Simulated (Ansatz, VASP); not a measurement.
# One calculation of Mg, two programs

```
Mg
1.0
    -1.87735    1.87735    1.59574
     1.87735   -1.87735    1.59574
     1.87735    1.87735   -1.59574
Mg
1
Direct
  0.00000 0.00000 0.00000
```

Alike in both runs: task single point; functional PBEsol; k mesh 26 × 26 × 26; occupations gaussian, width 0.15 eV; no spin polarisation.

|  | VASP | Ansatz |
| --- | --- | --- |
| version | VASP 6.6.1 | Ansatz 0.2.0 |
| potentials or method | VASP PAW PBE potentials, release 64 (Mg), cutoff 520 eV | scalar-relativistic, plane waves, PAW |
| valence electrons in the cell | 2 | 10 |

VASP gave:

```
gap on the k mesh at the Fermi level (eV)                     : none
pressure (GPa)                                                : 0.3
traceless stress, the component that is largest in VASP (GPa) : 1.13
```

**Question.** Estimate Ansatz's values.

**Answer.** gap on the k mesh at the Fermi level (eV): none; pressure (GPa): 0.4; traceless stress, the component that is largest in VASP (GPa): 1.12.

VASP's potentials were made for PBE, not for PBEsol. A gap of «none» marks a metal or a gap that the smearing closes. VASP's potentials hold 2 valence electrons a cell and Ansatz's 10, so a difference there can come from the potentials and not from the codes.
